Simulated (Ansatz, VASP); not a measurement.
**Two plane-wave programs on Ca3F**

```
CELL_PARAMETERS angstrom
5.19438 0.00000 0.00000
0.00000 5.19438 0.00000
0.00000 0.00000 5.19438
ATOMIC_POSITIONS crystal
Ca 0.00000 0.50000 0.50000
Ca 0.50000 0.00000 0.50000
Ca 0.50000 0.50000 0.00000
F 0.00000 0.00000 0.00000
```

Alike in both runs: functional PBE; k mesh 10 × 10 × 10; occupations gaussian, width 0.1 eV; no spin polarisation.

Ansatz relaxed the structure, and its values are those at the end. VASP's run is a single point on that final structure, the one shown.

```csv
,VASP,Ansatz
version,VASP 6.6.1,Ansatz 0.2.0
potentials or method,"VASP PAW PBE potentials, release 64 (Ca_sv, F), cutoff 520 eV","scalar-relativistic, plane waves, PAW"
valence electrons in the cell,37,37
```

Ansatz gave:

```
gap on the k mesh at the Fermi level (eV) : none
pressure (GPa)                            : 0.0
```

Q: What did VASP give for the same quantities?

A: gap on the k mesh at the Fermi level (eV): none; pressure (GPa): -0.1.

A gap of «none» marks a metal or a gap that the smearing closes.
